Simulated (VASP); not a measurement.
Crystal: Te.

```
Te
1.0
     4.27584    0.00000    0.00000
    -2.13792    3.70299    0.00000
     0.00000    0.00000    5.92400
Te
3
Direct
  0.73100 0.73100 0.00000
  0.00000 0.26900 0.66667
  0.26900 0.00000 0.33333
```

| Quantity | Value |
| --- | --- |
| Program | VASP 6.6.1 |
| Task | relaxation of the atoms |
| Functional | PBE |
| Potentials or basis | VASP PAW PBE potentials, release 64 (Te) |
| Cutoff | 520 eV |
| k mesh | 6 × 6 × 4 |
| Occupations | fermi-dirac, width 0.05 eV |
| Spin | no spin polarisation |

At the start: pressure 5.7 GPa; volume 31.27 Å³/atom.

Task: Where does the relaxation end?

Result: Over 4 steps the energy falls by 20.8 meV/atom; space group P3_121 (No. 152, to 0.05 Å).

Step by step:
```
step  energy change (eV)  largest force (eV/Å)  pressure (GPa)
   1              0.0000                0.5512            5.73
   2             -0.0354                0.3424            4.99
   3             -0.0622                0.0195            3.69
   4             -0.0623                0.0039            3.74
```

Final structure:
```
CELL_PARAMETERS angstrom
4.27584 0.00000 0.00000
-2.13792 3.70299 0.00000
0.00000 0.00000 5.92400
ATOMIC_POSITIONS crystal
Te 0.71148 0.71148 0.00000
Te 0.00000 0.28852 0.66667
Te 0.28852 0.00000 0.33333
```
